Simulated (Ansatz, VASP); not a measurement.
## One calculation of BP, two programs

The input INCAR:

```
PREC = Accurate
ENCUT = 500
EDIFF = 1E-6
ISMEAR = 0
SIGMA = 0.02
LREAL = False
LASPH = True
NELM = 200
ALGO = Normal
ISIF = 2
LWAVE = False
LCHARG = True
LNONCOLLINEAR = True
MAGMOM = 0 0 0 0 0 0 0 0 0 0 0 0
LORBIT = 11
LSORBIT = True
GGA_COMPAT = False
LORBMOM = True
GGA = PE
LVHAR = True
NBANDS = 30
```

The input KPOINTS:

```
Automatic mesh
0
Gamma
  8 6 8
```

File POSCAR:

```
BP
1.0
    3.2162233621      0.0000000000      0.0000000000
    0.0000000000      4.5484266984      0.0000000000
    0.0000000000      0.0000000000      3.2162233621
B P
2 2
Direct
    0.0000000000      0.0000000000      0.0000000000
    0.5000000000      0.5000000000      0.5000000000
    0.0000000000      0.2500000000      0.5000000000
    0.5000000000      0.7500000000      0.0000000000
```

Input for Ansatz:

```yaml
crystal:
  lattice:
    - [3.2162233621, 0.0, 0.0]
    - [0.0, 4.5484266984, 0.0]
    - [0.0, 0.0, 3.2162233621]
  atoms:
    - { symbol: B, position: [0.0, 0.0, 0.0] }
    - { symbol: B, position: [0.5, 0.5, 0.5] }
    - { symbol: P, position: [0.0, 0.25, 0.5] }
    - { symbol: P, position: [0.5, 0.75, 0.0] }
basis:
  ecutwfc: 420
kpoints:
  mp_grid: { grid: [8, 6, 8] }
  band_path:
    path:
      - [[0.0, 0.0, 0.0], [0.0, 1.0, 0.0], [0.25, 1.0, 0.0]]
      - [[0.375, 0.75, -0.375], [0.0, 0.0, 0.0], [0.5, 0.5, 0.0], [0.25, 1.0, -0.25], [0.0, 1.0, 0.0]]
    npoints: 10
hamiltonian:
  xc: pbe
  pseudopotentials: { kind: paw_fr }
scf:
  occupations: { method: gaussian, width: 0.02 }
  n_extra_bands: 16
output:
  forces: true
  stress: true
  eigenvalues: true
magnetization:
  noncollinear: true
  spin_orbit: true
```

Alike in both runs: task single point; functional PBE; k mesh 8 × 6 × 8; occupations gaussian, width 0.02 eV; non-collinear spin, spin-orbit coupling.

|  | VASP | Ansatz |
| --- | --- | --- |
| version | VASP 6.6.1 | Ansatz 0.2.0 |
| potentials or method | VASP PAW PBE potentials, release 64 (B, P), cutoff 500 eV | plane waves, PAW |
| valence electrons in the cell | 16 | 16 |

|  | VASP | Ansatz | Ansatz less VASP |
| --- | --- | --- | --- |
| pressure (GPa) | -0.2 | 0.0 | +0.22 |
